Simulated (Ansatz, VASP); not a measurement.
## H6C2O in VASP and in Ansatz

```
C O H
1.0
     7.29363    0.00000    0.00000
     0.00000    7.29363    0.00000
     0.00000    0.00000    7.29363
C O H
8 4 24
Direct
  0.59882 0.57120 0.82345
  0.48305 0.68902 0.94788
  0.06869 0.25134 0.73088
  0.10630 0.13305 0.89691
  0.17892 0.74134 0.48719
  0.07539 0.72258 0.30850
  0.59100 0.10622 0.34061
  0.47378 0.27516 0.36715
  0.55691 0.67675 0.12949
  0.29637 0.12656 0.93747
  0.04956 0.53087 0.27126
  0.29674 0.24102 0.28894
  0.49379 0.76712 0.20556
  0.48098 0.83375 0.90185
  0.33921 0.63884 0.94700
  0.55358 0.58519 0.67997
  0.74391 0.61389 0.83049
  0.58780 0.42512 0.86141
  0.30900 0.16864 0.06706
  0.02983 0.18641 0.01711
  0.05439 0.99201 0.87219
  0.92138 0.25164 0.69670
  0.11150 0.39397 0.75655
  0.14449 0.20119 0.60984
  0.94376 0.51840 0.19035
  0.94032 0.79131 0.31698
  0.15198 0.78817 0.19445
  0.21436 0.88596 0.51336
  0.09629 0.68961 0.60265
  0.30734 0.66095 0.48308
  0.22087 0.35389 0.29139
  0.45899 0.30452 0.51571
  0.53754 0.39576 0.29967
  0.73055 0.12981 0.39413
  0.53289 0.98798 0.41590
  0.60276 0.07045 0.19406
```

Alike in both runs: functional PBEsol; k mesh 1 × 1 × 1; occupations fermi-dirac, width 0.05 eV; no spin polarisation.

Ansatz relaxed the structure, and its values are those at the end. VASP's run is a single point on that final structure, the one shown.

```csv
,VASP,Ansatz
version,VASP 6.6.1,Ansatz 0.2.0
potentials or method,"VASP PAW PBE potentials, release 64 (C, O, H), cutoff 520 eV","scalar-relativistic, plane waves, PAW"
valence electrons in the cell,80,80
```

VASP gave:

```
gap on the k mesh at the Fermi level (eV) : 4.53
rms of the force components (eV/Å)        : 0.042
```

Task: What did Ansatz give for the same quantities?

Result: gap on the k mesh at the Fermi level (eV): 4.53; rms of the force components (eV/Å): 0.050.

VASP's potentials were made for PBE, not for PBEsol. The functional is the same, so the differences come from potentials, cutoffs and numerics. Ansatz's warnings: xc potential rough in thin density.
